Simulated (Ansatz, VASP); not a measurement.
# One calculation of SnSe2, two programs

File INCAR:

```
SYSTEM = SnSe2
ALGO = Normal
EDIFF = 1E-6
ENCUT = 500
GGA = PE
GGA_COMPAT = .False.
ISIF = 2
ISMEAR = 0
IVDW = 12
LASPH = .True.
LCHARG = .False.
LREAL = .False.
LWAVE = .False.
NBANDS = 20
NELM = 120
PREC = Accurate
SIGMA = 0.03
```

KPOINTS

```
k-points
0
Gamma
  12 12 6
  0 0 0
```

Contents of POSCAR:

```
SnSe2
1.0
    3.7440000000      0.0000000000      0.0000000000
   -1.8720000000      3.2423991118      0.0000000000
    0.0000000000      0.0000000000      6.3344000000
Sn Se
1 2
Direct
    0.0000000000      0.0000000000      0.0000000000
    0.3333333333      0.6666666667      0.2651331237
    0.6666666667      0.3333333333      0.7348668763
```

Input for Ansatz:

```yaml
crystal:
  lattice:
    - [3.744, 0.0, 0.0]
    - [-1.872, 3.2423991118, 0.0]
    - [0.0, 0.0, 6.3344]
  atoms:
    - { symbol: Sn, position: [0.0, 0.0, 0.0] }
    - { symbol: Se, position: [0.3333333333, 0.6666666667, 0.2651331237] }
    - { symbol: Se, position: [0.6666666667, 0.3333333333, 0.7348668763] }
basis:
  ecutwfc: 420
kpoints:
  mp_grid: { grid: [12, 12, 6] }
hamiltonian:
  xc: pbe
  dispersion: d3bj
scf:
  occupations: { method: gaussian, width: 0.03 }
output:
  forces: true
  stress: true
  eigenvalues: true
  write_density: true
  write_potential: true
  elf: true
  volumetric_format: npy
```

Alike in both runs: task single point; functional PBE; dispersion D3(BJ); k mesh 12 × 12 × 6; occupations gaussian, width 0.03 eV; no spin polarisation.

```csv
,VASP,Ansatz
version,VASP 6.6.1,Ansatz 0.2.0
potentials or method,"VASP PAW PBE potentials, release 64 (Sn_d, Se), cutoff 500 eV","scalar-relativistic, plane waves, PAW"
valence electrons in the cell,26,46
```

VASP gave:

```
gap on the k mesh at the Fermi level (eV)                     : 0.25
least direct gap on the mesh (eV)                             : 0.93
pressure (GPa)                                                : -0.1
traceless stress, the component that is largest in VASP (GPa) : -3.75
rms of the force components (eV/Å)                            : 0.223
```

Q: What did Ansatz give for the same quantities?

A: gap on the k mesh at the Fermi level (eV): 0.25; least direct gap on the mesh (eV): 0.93; pressure (GPa): -0.2; traceless stress, the component that is largest in VASP (GPa): -3.77; rms of the force components (eV/Å): 0.230.

Atom by atom the forces differ by 0.007 eV/Å (rms over components). VASP's potentials hold 26 valence electrons a cell and Ansatz's 46, so a difference there can come from the potentials and not from the codes.
